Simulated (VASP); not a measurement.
SiC16, 17 atoms in the cell. The cell holds a slab with vacuum, 17 atoms: a = 4.930 Å, b = 4.422 Å, c = 22.694 Å, α = 90.00°, β = 90.00°, γ = 90.00°. 

| Item | Value |
| --- | --- |
| Program | VASP 6.6.1 |
| Task | single point |
| Functional | PBE |
| Dispersion | D3(BJ) |
| Potentials or basis | VASP PAW PBE potentials, release 64 (C, Si) |
| Cutoff | 520 eV |
| k mesh | 6 × 6 × 1 |
| Occupations | gaussian, width 0.05 eV |
| Spin | collinear spin |
| Starting moments | [0.0, 0.0, 0.0, 0.0, 0.0, 0.0, 0.0, 0.0, 0.0, 0.0, 0.0, 0.0, 0.0, 0.0, 0.0, 0.0, 2.0] μB |
| Dipole correction | yes |
| Further INCAR settings | LREAL = Auto; ALGO = Normal; EDIFF = 1e-06; NBANDS = 52 |

Potentials or basis: VASP PAW PBE potentials, release 64 (C, Si).

Command:

```bash
$ cat potpaw_PBE.64/C/POTCAR potpaw_PBE.64/Si/POTCAR > POTCAR
$ mpirun -np 1 vasp_std > vasp.out
```

Hardware: 1 thread of Oxide Virtual Turin-like Processor, with other jobs on the host.

Q: How long does it take, and how much memory?

A: Run time: 82 min on 1 thread of Oxide Virtual Turin-like Processor, with other jobs on the host, peak memory 1.1 GiB. Counts: scf iterations 49, k points 16.
